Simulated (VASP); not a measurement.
# Li2Se (Fm-3m) in VASP: settings compared

Aim: see how the results for Li2Se move with the level of theory and the settings. Levels: PBE+D3(BJ), PBE+D4, PBEsol. Tasks: single point.

All numbers are computed with VASP 6.6.1; they aren't measurements. Logs are shortened: lines on timing, memory, paths and dates and some standing lists are left out, and cuts for length are marked.

### 1 The cell of the first run

The structure is cubic, space group Fm-3m (No. 225). Conventional cell: a = 5.953 Å, b = 5.953 Å, c = 5.953 Å, α = 90.00°, β = 90.00°, γ = 90.00°. Li (site symmetry -43m) has 4 Se at 2.58 Å and 6 Li at 2.98 Å within 3.4 Å. Within 3.4 Å of Se (site symmetry m-3m) lie 8 Li at 2.58 Å.

### 2 Single point, PBE+D3(BJ) (volume scaled by 1.04)

INCAR

```
SYSTEM = Li2Se
PREC = Accurate
ENCUT = 750
EDIFF = 1E-6
ISMEAR = 0
SIGMA = 0.05
LREAL = .FALSE.
LASPH = .TRUE.
NELM = 120
ALGO = Normal
ISIF = 2
LWAVE = .FALSE.
LCHARG = .TRUE.
GGA = PE
IVDW = 12
LELF = .TRUE.
LVHAR = .TRUE.
NBANDS = 13
GGA_COMPAT = .FALSE.
```

KPOINTS

```
Automatic mesh
0
G
  8 8 8
  0 0 0
```

POSCAR

```
Li2Se
1.0
    0.0000000000      2.9764681679      2.9764681679
    2.9764681679      0.0000000000      2.9764681679
    2.9764681679      2.9764681679      0.0000000000
Li Se
2 1
Direct
    0.2500000000      0.2500000000      0.2500000000
    0.7500000000      0.7500000000      0.7500000000
    0.0000000000      0.0000000000      0.0000000000
```

Potentials or basis: VASP PAW PBE potentials, release 64 (Li_sv, Se).

On the command line:

```sh
$ cat potpaw_PBE.64/Li_sv/POTCAR potpaw_PBE.64/Se/POTCAR > POTCAR
$ mpirun -np 1 vasp_std > vasp.out
```

OUTCAR:

```text
SYSTEM = Li2Se
   PREC = Accurate
   ENCUT = 750
   EDIFF = 1E-6
   ISMEAR = 0
   LREAL = .FALSE.
   LASPH = .TRUE.
   NELM = 120
   ISIF = 2
   GGA = PE
   IVDW = 12
 IVDW          = 12

 ion  position               nearest neighbor table
   1  0.250  0.250  0.250-   3 2.58   3 2.58   3 2.58   3 2.58
   2  0.750  0.750  0.750-   3 2.58   3 2.58   3 2.58   3 2.58
   3  0.000  0.000  0.000-   2 2.58   2 2.58   2 2.58   1 2.58   1 2.58   1 2.58   2 2.58   1 2.58

  LATTYP: Found a face centered cubic cell.
 ALAT       =     5.9529363358

  Lattice vectors:

 A1 = (   0.0000000000,   2.9764681679,   2.9764681679)
 A2 = (   2.9764681679,   0.0000000000,   2.9764681679)
 A3 = (   2.9764681679,   2.9764681679,   0.0000000000)

Analysis of symmetry for initial positions (statically):
=====================================================================
 Subroutine PRICEL returns:
 Original cell was already a primitive cell.

 Routine SETGRP: Setting up the symmetry group for a
 face centered cubic supercell.

 Subroutine GETGRP returns: Found 48 space group operations
 (whereof 48 operations were pure point group operations)
 out of a pool of 48 trial point group operations.

The static configuration has the point symmetry O_h .

Analysis of symmetry for dynamics (positions and initial velocities):
=====================================================================
 Subroutine PRICEL returns:
 Original cell was already a primitive cell.

 Routine SETGRP: Setting up the symmetry group for a
 face centered cubic supercell.

 Subroutine GETGRP returns: Found 48 space group operations
 (whereof 48 operations were pure point group operations)
 out of a pool of 48 trial point group operations.

The dynamic configuration has the point symmetry O_h .

 Subroutine INISYM returns: Found 48 space group operations
 (whereof 48 operations are pure point group operations),
 and found     1 'primitive' translations

----------------------------------------------------------------------------------------

                                     Primitive cell

  volume of cell :      52.7392

  direct lattice vectors                    reciprocal lattice vectors
     0.000000000  2.976468168  2.976468168    -0.167984326  0.167984326  0.167984326
     2.976468168  0.000000000  2.976468168     0.167984326 -0.167984326  0.167984326
     2.976468168  2.976468168  0.000000000     0.167984326  0.167984326 -0.167984326

  length of vectors
[... 97 lines left out ...]
   EMIN   =  10.00;   EMAX   =-10.00  energy-range for DOS
   EFERMI =   0.00;   METHOD = LEGACY
   ISMEAR =     0;   SIGMA  =   0.05  broadening in eV -4-tet -1-fermi 0-gaus
   EFERMI_NEDOS =   21; number of points for ismear=-14 and -15
   IALGO  =     38    algorithm
   IMIX   =      4    mixing-type and parameters
     AMIX     =   0.40;   BMIX     =  1.00
     AMIX_MAG =   1.60;   BMIX_MAG =  1.00
  volume/ion in A,a.u.               =      17.58       118.63
  Fermi-wavevector in a.u.,A,eV,Ry     =   0.999441  1.888670 13.590630  0.998883
  Thomas-Fermi vector in A             =   2.131732
   LORBIT       =      0    0 simple, 1 ext, 2 COOP (PROOUT), +10 PAW based schemes
   GGA     = PE    functional components
   LHFCALC =     F    Hartree Fock is set to
   AEXX    =    0.0000 exact exchange contribution
   IVDW    =    12    specifies the selected vdW correction
   LEPSILON=     F    determine dielectric tensor
   LRPA    =     F    only Hartree local field effects (RPA)
 non-spin polarized calculation
 Gauss-broadening in eV      SIGMA  =   0.05
  energy-cutoff  :      750.00
  volume of cell :       52.74
 maximum number of plane-waves:      2481
 NGX is ok and might be reduce to    40
   NGX = 19   NGY = 19   NGZ = 19

 number of electron      12.0000000 magnetization

 Free energy of the ion-electron system (eV)
  ---------------------------------------------------
  ext. energy  EPLUGINS =         0.00000000
  ---------------------------------------------------
  free energy    TOTEN  =       -11.12675510 eV

  energy without entropy =      -11.12675510  energy(sigma->0) =      -11.12675510

 E-fermi :   1.4848     XC(G=0):  -8.3584

 val. band max:        1.1453062377   @ k =   0.0000   0.0000   0.0000
 cond. band min:       4.0986682103   @ k =   0.5000   0.5000   0.0000
 fundamental gap:      2.9533619726
 Fermi energy:         1.4848104212

 k-point     1 :       0.0000    0.0000    0.0000
  band No.  band energies     occupation
      1     -43.5237      2.00000
      2     -43.4972      2.00000
      3     -10.3142      2.00000
      4       1.1453      2.00000
      5       1.1453      2.00000
      6       1.1453      2.00000
      7       4.6394      0.00000
      8       6.7778      0.00000
      9       6.7778      0.00000
     10       6.7778      0.00000
     11      11.8050      0.00000
     12      11.8050      0.00000
     13      12.1686      0.00000
[... 354 lines left out ...]
  band No.  band energies     occupation
      1     -43.5099      2.00000
      2     -43.5099      2.00000
      3      -9.8690      2.00000
      4      -1.5453      2.00000
      5      -0.2023      2.00000
      6       0.1809      2.00000
      7       6.5778      0.00000
      8       6.9843      0.00000
      9       8.8700      0.00000
     10       9.6217      0.00000
     11      10.6310      0.00000
     12      12.0039      0.00000
     13      13.9190      0.00000

 [... further k-points ...]

------------------------ aborting loop because EDIFF is reached ----------------------------------------

 Edisp (eV)   -0.80649

 E8    (eV) :    -0.3332

  FORCE on cell =-STRESS in cart. coord.  units (eV):
  Direction    XX          YY          ZZ          XY          YZ          ZX
  --------------------------------------------------------------------------------------
  -------------------------------------------------------------------------------------
  Total      -0.58664    -0.58664    -0.58664     0.00000     0.00000     0.00000
  in kB     -17.82172   -17.82172   -17.82172     0.00000     0.00000     0.00000
  external pressure =      -17.82 kB  Pullay stress =        0.00 kB

 VOLUME and BASIS-vectors are now :
 -----------------------------------------------------------------------------
  energy-cutoff  :      750.00
  volume of cell :       52.74
      direct lattice vectors                 reciprocal lattice vectors
     0.000000000  2.976468168  2.976468168    -0.167984326  0.167984326  0.167984326
     2.976468168  0.000000000  2.976468168     0.167984326 -0.167984326  0.167984326
     2.976468168  2.976468168  0.000000000     0.167984326  0.167984326 -0.167984326

 POSITION                                       TOTAL-FORCE (eV/Angst)
 -----------------------------------------------------------------------------------
      1.48823      1.48823      1.48823        -0.000000      0.000000     -0.000000
      4.46470      4.46470      4.46470         0.000000     -0.000000      0.000000
      0.00000      0.00000      0.00000        -0.000000      0.000000     -0.000000
 -----------------------------------------------------------------------------------
    total drift:                                0.000000     -0.000000      0.000000

  FREE ENERGIE OF THE ION-ELECTRON SYSTEM (eV)
  ---------------------------------------------------
  free  energy   TOTEN  =       -11.9332495679 eV

  energy  without entropy=      -11.9332495679  energy(sigma->0) =      -11.93324957
```

It took 64 s on 1 thread of Intel Xeon Platinum 8259CL at 2.50GHz (Skylake/Cascade Lake), shared host; peak memory 0.26 GiB.

Results:

```
Free energy                : -11.9332 eV
Pressure                   : -1.8 GPa
Band gap on the k mesh     : 2.95 eV, indirect (least direct gap 3.49 eV)
Dispersion energy per atom : -0.269 eV
```

Levels at points of the mesh, in eV from the valence-band top:
| k point | band 3 | band 4 | band 5 | band 6 | band 7 | band 8 | band 9 | band 10 |
| --- | --- | --- | --- | --- | --- | --- | --- | --- |
| (0.00, 0.00, 0.00) | -11.46 | 0.00 | 0.00 | 0.00 | 3.49 | 5.63 | 5.63 | 5.63 |
| (0.50, 0.00, 0.00) | -11.08 | -2.99 | -0.55 | -0.55 | 5.21 | 5.97 | 5.97 | 8.05 |
| (0.50, 0.50, 0.00) | -10.96 | -2.34 | -1.49 | -1.49 | 2.95 | 6.23 | 10.49 | 10.49 |

Caveat: the cell differs from its parent crystal (volume scaled by 1.04); three body term missing.

### 3 Single point, PBE+D4

This run uses another cell than the first one, of 17.44 Å³/atom, 0.992 times its volume.

INCAR

```
SYSTEM = Li2Se
  ALGO = Normal
  EDIFF = 1E-6
  ENCUT = 750
  GGA = PE
  GGA_COMPAT = .False.
  ISIF = 2
  ISMEAR = 0
  IVDW = 13
  LASPH = .True.
  LCHARG = .False.
  LREAL = .False.
  LWAVE = .False.
  NBANDS = 13
  NELM = 120
  PREC = Accurate
  SIGMA = 0.05
```

KPOINTS

```
k-points
0
Gamma
  8 8 8
  0 0 0
```

POSCAR

```
Li2Se
1.0
    0.0000000000      2.9683473433      2.9683473433
    2.9683473433      0.0000000000      2.9683473433
    2.9683473433      2.9683473433      0.0000000000
Li Se
2 1
Direct
    0.2500000000      0.2500000000      0.2500000000
    0.7500000000      0.7500000000      0.7500000000
    0.0000000000      0.0000000000      0.0000000000
```

Potentials or basis: VASP PAW PBE potentials, release 64 (Li_sv, Se).

On the command line:

```sh
$ cat potpaw_PBE.64/Li_sv/POTCAR potpaw_PBE.64/Se/POTCAR > POTCAR
$ mpirun -np 1 vasp_std > vasp.out
```

Wall time 58 s (1 thread of Intel Xeon Platinum 8259CL at 2.50GHz (Skylake/Cascade Lake), shared host); peak memory 0.25 GiB.

Results (log left out):

| Quantity | Value |
| --- | --- |
| Free energy | -11.4832 eV |
| Pressure | -0.1 GPa |
| Band gap on the k mesh | 2.95 eV, indirect (least direct gap 3.53 eV) |
| Dispersion energy per atom | -0.120 eV |

Levels at points of the mesh, in eV from the valence-band top:
| k point | band 4 | band 5 | band 6 | band 7 | band 8 | band 9 |
| --- | --- | --- | --- | --- | --- | --- |
| (0.00, 0.00, 0.00) | 0.00 | 0.00 | 0.00 | 3.53 | 5.64 | 5.64 |
| (0.50, 0.00, 0.00) | -3.02 | -0.55 | -0.55 | 5.24 | 5.98 | 5.98 |
| (0.50, 0.50, 0.00) | -2.36 | -1.51 | -1.51 | 2.95 | 6.26 | 10.54 |

A k mesh can miss the band edges. Expect the measured gap to be larger: semilocal functionals such as PBE lack the derivative discontinuity.

### 4 Single point, PBE+D4 (volume scaled by 1.02)

Edit INCAR of step 3 so:

```diff
@@ -10,4 +10,6 @@
   LASPH = .True.
-  LCHARG = .False.
+  LCHARG = .True.
+  LELF = .True.
   LREAL = .False.
+  LVHAR = .True.
   LWAVE = .False.
```

KPOINTS is that of step 3.

POSCAR

```
Li2Se
1.0
    0.0000000000      2.9880058456      2.9880058456
    2.9880058456      0.0000000000      2.9880058456
    2.9880058456      2.9880058456      0.0000000000
Li Se
2 1
Direct
    0.2500000000      0.2500000000      0.2500000000
    0.7500000000      0.7500000000      0.7500000000
    0.0000000000      0.0000000000      0.0000000000
```

Potentials or basis: VASP PAW PBE potentials, release 64 (Li_sv, Se).

On the command line:

```sh
$ cat potpaw_PBE.64/Li_sv/POTCAR potpaw_PBE.64/Se/POTCAR > POTCAR
$ mpirun -np 1 vasp_std > vasp.out
```

OUTCAR:

```text
SYSTEM = Li2Se
   EDIFF = 1E-6
   ENCUT = 750
   GGA = PE
   ISIF = 2
   ISMEAR = 0
   IVDW = 13
   LASPH = .True.
   LREAL = .False.
   NELM = 120
   PREC = Accurate

 ion  position               nearest neighbor table
   1  0.250  0.250  0.250-   3 2.59   3 2.59   3 2.59   3 2.59
   2  0.750  0.750  0.750-   3 2.59   3 2.59   3 2.59   3 2.59
   3  0.000  0.000  0.000-   2 2.59   2 2.59   2 2.59   1 2.59   2 2.59   1 2.59   1 2.59   1 2.59

  LATTYP: Found a face centered cubic cell.
 ALAT       =     5.9760116912
[... 578 lines left out ...]

  DFT-D4 for vdW energy calculation

  Edisp (eV):   -0.35134

  FORCE on cell =-STRESS in cart. coord.  units (eV):
  Direction    XX          YY          ZZ          XY          YZ          ZX
  --------------------------------------------------------------------------------------
  -------------------------------------------------------------------------------------
  Total      -0.25366    -0.25366    -0.25366    -0.00000    -0.00000     0.00000
  in kB      -7.61713    -7.61713    -7.61713    -0.00000    -0.00000     0.00000
  external pressure =       -7.62 kB  Pullay stress =        0.00 kB

 VOLUME and BASIS-vectors are now :
 -----------------------------------------------------------------------------
  energy-cutoff  :      750.00
  volume of cell :       53.35
      direct lattice vectors                 reciprocal lattice vectors
     0.000000000  2.988005846  2.988005846    -0.167335683  0.167335683  0.167335683
     2.988005846  0.000000000  2.988005846     0.167335683 -0.167335683  0.167335683
     2.988005846  2.988005846  0.000000000     0.167335683  0.167335683 -0.167335683

 POSITION                                       TOTAL-FORCE (eV/Angst)
 -----------------------------------------------------------------------------------
      1.49400      1.49400      1.49400        -0.000000     -0.000000     -0.000000
      4.48201      4.48201      4.48201         0.000000      0.000000      0.000000
      0.00000      0.00000      0.00000         0.000000      0.000000      0.000000
 -----------------------------------------------------------------------------------
    total drift:                                0.000000     -0.000000      0.000000

  FREE ENERGIE OF THE ION-ELECTRON SYSTEM (eV)
  ---------------------------------------------------
  free  energy   TOTEN  =       -11.4809762597 eV

  energy  without entropy=      -11.4809762597  energy(sigma->0) =      -11.48097626
```

OSZICAR:

```text
N       E                     dE             d eps       ncg     rms          rms(c)
DAV:   1     0.517059985022E+02    0.51706E+02   -0.67350E+03   754   0.118E+03
DAV:   2    -0.344703779999E+01   -0.55153E+02   -0.52314E+02   877   0.212E+02
DAV:   3    -0.111412917786E+02   -0.76943E+01   -0.76444E+01  1431   0.493E+01
DAV:   4    -0.113065963085E+02   -0.16530E+00   -0.16524E+00   952   0.102E+01
DAV:   5    -0.113098217387E+02   -0.32254E-02   -0.32253E-02  1162   0.122E+00    0.276E+00
DAV:   6    -0.111359564560E+02    0.17387E+00   -0.23623E-01   926   0.188E+00    0.171E+00
DAV:   7    -0.111215784904E+02    0.14378E-01   -0.11459E-01  1030   0.145E+00    0.739E-01
DAV:   8    -0.111294403264E+02   -0.78618E-02   -0.17309E-02   952   0.734E-01    0.254E-01
DAV:   9    -0.111293537601E+02    0.86566E-04   -0.45995E-04  1082   0.135E-01    0.176E-01
DAV:  10    -0.111296335812E+02   -0.27982E-03   -0.69702E-04   854   0.127E-01    0.773E-02
DAV:  11    -0.111296326389E+02    0.94226E-06   -0.45263E-05  1100   0.403E-02    0.193E-02
DAV:  12    -0.111296410111E+02   -0.83722E-05   -0.15331E-05   899   0.200E-02    0.291E-02
DAV:  13    -0.111296372690E+02    0.37421E-05   -0.27378E-06   929   0.101E-02    0.326E-03
DAV:  14    -0.111296371852E+02    0.83758E-07   -0.10196E-07   527   0.238E-03
   1 F= -.11480976E+02 E0= -.11480976E+02  d E =-.108358E-16
```

Run time: 48 s. Hardware: 1 thread of Intel Xeon Platinum 8259CL at 2.50GHz (Skylake/Cascade Lake), shared host; peak memory 0.25 GiB.

What came out:

| Property | Result |
| --- | --- |
| Free energy | -11.4810 eV |
| Pressure | -0.8 GPa |
| Band gap on the k mesh | 2.96 eV, indirect (least direct gap 3.44 eV) |
| Dispersion energy per atom | -0.117 eV |

Levels at points of the mesh, in eV from the valence-band top:
```csv
k point,band 2,band 3,band 4,band 5,band 6,band 7,band 8,band 9,band 10,band 11
"(0.00, 0.00, 0.00)",-44.66,-11.43,0.00,0.00,0.00,3.44,5.63,5.63,5.63,10.62
"(0.50, 0.00, 0.00)",-44.67,-11.05,-2.95,-0.54,-0.54,5.16,5.97,5.97,8.00,11.58
"(0.50, 0.50, 0.00)",-44.67,-10.94,-2.31,-1.47,-1.47,2.96,6.20,10.41,10.41,11.54
```

Caveat: the cell differs from its parent crystal (volume scaled by 1.02). A k mesh can miss the band edges.

### 5 Single point, PBEsol

This run uses another cell than the first one, of 17.51 Å³/atom, 0.996 times its volume.

INCAR

```
SYSTEM = Li2Se
PREC = Accurate
ENCUT = 750
EDIFF = 1E-6
ISMEAR = 0
SIGMA = 0.05
LREAL = .FALSE.
LASPH = .TRUE.
NELM = 120
ALGO = Normal
ISIF = 2
LWAVE = .FALSE.
LCHARG = .FALSE.
GGA = PS
NBANDS = 13
GGA_COMPAT = .FALSE.
```

KPOINTS

```
Automatic mesh
0
G
  8 8 8
  0 0 0
```

POSCAR

```
Li2Se
1.0
    0.0000000000      2.9727351645      2.9727351645
    2.9727351645      0.0000000000      2.9727351645
    2.9727351645      2.9727351645      0.0000000000
Li Se
2 1
Direct
    0.2500000000      0.2500000000      0.2500000000
    0.7500000000      0.7500000000      0.7500000000
    0.0000000000      0.0000000000      0.0000000000
```

On the command line:

```sh
$ cat potpaw_PBE.64/Li_sv/POTCAR potpaw_PBE.64/Se/POTCAR > POTCAR
$ mpirun -np 1 vasp_std > vasp.out
```

It took 69 s on 1 thread of AMD EPYC 7R43 (Zen 3), shared host; peak memory 0.21 GiB.

Results (log left out):

```
Free energy            : -11.5599 eV
Pressure               : 0.0 GPa
Band gap on the k mesh : 2.81 eV, indirect (least direct gap 3.36 eV)
```

Levels at points of the mesh, in eV from the valence-band top:
| k point | band 2 | band 3 | band 4 | band 5 | band 6 | band 7 | band 8 | band 9 | band 10 | band 11 |
| --- | --- | --- | --- | --- | --- | --- | --- | --- | --- | --- |
| (0.00, 0.00, 0.00) | -43.94 | -11.49 | 0.00 | 0.00 | 0.00 | 3.36 | 5.58 | 5.58 | 5.58 | 10.63 |
| (0.50, 0.00, 0.00) | -43.96 | -11.10 | -3.04 | -0.55 | -0.55 | 5.14 | 5.90 | 5.90 | 7.90 | 11.59 |
| (0.50, 0.50, 0.00) | -43.95 | -10.98 | -2.37 | -1.51 | -1.51 | 2.81 | 6.20 | 10.41 | 10.41 | 11.62 |

Caveat: the PAW data sets were made with another functional, which shifts forces and pressure a little. A hybrid or GW would open this gap; PBEsol tends to underestimate it.

### 6 Summary

```csv
level,cell,gap on the mesh (eV),pressure (GPa)
PBE+D3(BJ),"a = 4.209 Å, angles 60.0°, 3 atoms",2.95,-1.8
PBE+D4,"a = 4.198 Å, angles 60.0°, 3 atoms",2.95,-0.1
PBE+D4,"a = 4.226 Å, angles 60.0°, 3 atoms",2.96,-0.8
PBEsol,"a = 4.204 Å, angles 60.0°, 3 atoms",2.81,0.0
```

Alike in all rows: task single point; potentials or basis VASP PAW PBE potentials, release 64 (Li_sv, Se); no spin polarisation; k mesh 8 × 8 × 8; cutoff (eV) 750; smearing gaussian 0.05 eV.

Caveats: three body term missing (some runs); the PAW data sets were made with another functional, which shifts forces and pressure a little (some runs).

Total energies depend on the potentials used, so only differences within one code and one set of settings carry meaning.
